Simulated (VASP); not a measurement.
A run of VASP 6.6.1:

File INCAR:

```
SYSTEM = Cr
PREC = Accurate
ENCUT = 520
EDIFF = 1E-6
ISMEAR = -1
SIGMA = 0.05
LREAL = .FALSE.
LASPH = .TRUE.
NELM = 150
ALGO = Normal
ISIF = 2
LWAVE = .FALSE.
LCHARG = .FALSE.
ISPIN = 2
MAGMOM = -3 3
LORBIT = 11
LMAXMIX = 4
GGA = PE
NBANDS = 23
```

File KPOINTS:

```
Automatic mesh
0
G
  11 11 11
  0 0 0
```

Contents of POSCAR:

```
Cr
1.0
    2.9688993551      0.0000000000      0.0000000000
    0.0000000000      2.9688993551      0.0000000000
    0.0000000000      0.0000000000      2.9688993551
Cr
2
Direct
    0.0000000000      0.0000000000      0.0000000000
    0.5000000000      0.5000000000      0.5000000000
```

Potentials or basis: VASP PAW PBE potentials, release 64 (Cr_pv).

Run with:

```bash
$ cat potpaw_PBE.64/Cr_pv/POTCAR > POTCAR
$ mpirun -np 1 vasp_std > vasp.out
```

Hardware: 1 thread of Intel Xeon 8259CL (shared host).

Question: How long does it take, and how much memory?

Answer: It took 57 s on 1 thread of Intel Xeon 8259CL, with other jobs on the host, peak memory 0.18 GiB. Counts: scf iterations 15, k points 56.
